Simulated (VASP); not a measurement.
## Al: relaxation of the atoms with PBE

Al, a slab with vacuum:

```
Al
1.0
     5.71352    0.00000    0.00000
     0.00000    5.71352    0.00000
     0.00000    0.00000   19.67470
Al
13
Direct
  0.25000 0.25000 0.20331
  0.25000 0.75000 0.20331
  0.75000 0.25000 0.20331
  0.75000 0.75000 0.20331
  0.00000 0.00000 0.30927
  0.00000 0.50000 0.30927
  0.50000 0.00000 0.30927
  0.50000 0.50000 0.30927
  0.25000 0.25000 0.41549
  0.25000 0.75000 0.41549
  0.75000 0.25000 0.41549
  0.75000 0.75000 0.41549
  0.25000 0.33333 0.54694
```

```json
{
  "Program": "VASP 6.6.1",
  "Task": "relaxation of the atoms",
  "Functional": "PBE",
  "Potentials or basis": "VASP PAW PBE potentials, release 64 (Al)",
  "Cutoff": "520 eV",
  "k mesh": "5 × 5 × 1",
  "Occupations": "gaussian, width 0.1 eV",
  "Spin": "no spin polarisation",
  "Dipole correction": "yes",
  "Atoms held fixed (from 0)": "[0, 1, 2, 3, 4, 5, 6, 7, 8, 9, 10, 11]",
  "Further INCAR settings": "ALGO = Fast; EDIFF = 1e-06; IBRION = 2; EDIFFG = -0.025; NSW = 36",
  "Atoms held along some axes (from 0)": "atom 12 along a and b"
}
```

```
Energy gained by relaxing : 0.0 meV/atom
Ionic steps               : 3
Band gap on the k mesh    : zero (an odd number of electrons rules out a gap without spin polarisation)
```

The path:
| step | energy change (eV) | largest force on free atoms (eV/Å) | pressure (GPa) |
| --- | --- | --- | --- |
| 1 | 0.0000 | 0.0473 | -1.42 |
| 2 | -0.0001 | 0.0373 | -1.42 |
| 3 | -0.0003 | 0.0072 | -1.41 |

Final structure:
```
Al
1.0
     5.71352    0.00000    0.00000
     0.00000    5.71352    0.00000
     0.00000    0.00000   19.67470
Al
13
Cartesian
  1.4284 1.4284 4.0000
  1.4284 4.2851 4.0000
  4.2851 1.4284 4.0000
  4.2851 4.2851 4.0000
  0.0000 0.0000 6.0848
  0.0000 2.8568 6.0848
  2.8568 0.0000 6.0848
  2.8568 2.8568 6.0848
  1.4284 1.4284 8.1747
  1.4284 4.2851 8.1747
  4.2851 1.4284 8.1747
  4.2851 4.2851 8.1747
  1.4284 1.9045 10.7518
```

Levels at points of the mesh, in eV from the Fermi level:
| k point | band 16 | band 17 | band 18 | band 19 | band 20 | band 21 | band 22 | band 23 | band 24 | band 25 |
| --- | --- | --- | --- | --- | --- | --- | --- | --- | --- | --- |
| (0.00, 0.00, 0.00) | -1.05 | -0.93 | -0.76 | -0.42 | -0.35 | -0.33 | -0.04 | -0.04 | 0.90 | 1.47 |

It took 8.9 min on 1 thread of Oxide Virtual Turin-like Processor, on a shared host, peak memory 0.61 GiB.
